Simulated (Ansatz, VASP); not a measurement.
Lu in VASP and in Ansatz

INCAR

```
PREC = Accurate ; ENCUT = 520
EDIFF = 1E-7 ; ISMEAR = -1
SIGMA = 0.1 ; LREAL = False
LASPH = True ; NELM = 100
ALGO = Normal ; ISIF = 2
LWAVE = False ; LCHARG = False
GGA = PE ; NBANDS = 18
```

Contents of KPOINTS:

```
regular mesh
0
Gamma
  14 14 14
```

The input POSCAR:

```
Lu
1.0
   -1.4369812734      1.4369812734      1.4369812734
    1.4369812734     -1.4369812734      1.4369812734
    1.4369812734      1.4369812734     -1.4369812734
Lu
1
Direct
    0.0000000000      0.0000000000      0.0000000000
```

Input for Ansatz:

```yaml
crystal:
  lattice:
    - [-1.4369812734, 1.4369812734, 1.4369812734]
    - [1.4369812734, -1.4369812734, 1.4369812734]
    - [1.4369812734, 1.4369812734, -1.4369812734]
  atoms:
    - { symbol: Lu, position: [0.0, 0.0, 0.0] }
kpoints:
  mp_grid: { grid: [14, 14, 14] }
scf:
  occupations: { method: fermi_dirac, width: 0.1 }
hamiltonian:
  xc: pbe
  pseudopotentials: { kind: all_electron, datasets: crystal }
output:
  forces: true
  stress: true
  eigenvalues: true
```

Change from the starting cell: volume scaled by 0.4, crystal datasets.

Alike in both runs: task single point; functional PBE; k mesh 14 × 14 × 14; occupations fermi-dirac, width 0.1 eV; no spin polarisation.

```csv
,VASP,Ansatz
version,VASP 6.6.1,Ansatz 0.2.0
potentials or method,"VASP PAW PBE potentials, release 64 (Lu), cutoff 520 eV","all-electron PAW with datasets made for the crystal, scalar-relativistic"
```

```tsv
	VASP	Ansatz	Ansatz less VASP
pressure (GPa)	190.5	184.3	-6.15
```

Both programs put the cell under a high pressure, so it lies far from rest at this level. Ansatz ran all-electron here, and VASP with PAW potentials.

Spin-orbit coupling is off throughout. Noted on VASP's run: the cell as given lies far from equilibrium.
